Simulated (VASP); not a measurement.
A run of VASP 6.6.1:

File INCAR:

```
SYSTEM = MgS
PREC = Accurate ; ENCUT = 600
EDIFF = 1E-8 ; ISMEAR = 0
SIGMA = 0.01 ; LREAL = .FALSE.
LASPH = .TRUE. ; NELM = 80
ALGO = Normal ; ISIF = 3
LWAVE = .FALSE. ; LCHARG = .FALSE.
GGA = PS ; IBRION = 6
NFREE = 2 ; POTIM = 0.015
NSW = 1
```

File KPOINTS:

```
Automatic mesh
0
G
  8 8 8
  0 0 0
```

The input POSCAR:

```
MgS
1.0
    0.0000000000      2.5029884591      2.5029884591
    2.5029884591      0.0000000000      2.5029884591
    2.5029884591      2.5029884591      0.0000000000
Mg S
1 1
Direct
    0.0000000000      0.0000000000      0.0000000000
    0.5000000000      0.5000000000      0.5000000000
```

Potentials or basis: VASP PAW PBE potentials, release 64 (Mg, S).

Run with:

```console
$ cat potpaw_PBE.64/Mg/POTCAR potpaw_PBE.64/S/POTCAR > POTCAR
$ mpirun -np 1 vasp_std > vasp.out
```

Hardware: 1 thread of AMD EPYC 9R45 96-Core Processor (Zen 5) (shared host).

Question: Estimate the wall time of this run.

Answer: Wall time 2.7 min on 1 thread of AMD EPYC 9R45 96-Core Processor (Zen 5), with other jobs on the host, peak memory 0.21 GiB. Counts: scf iterations 168, k points 29.
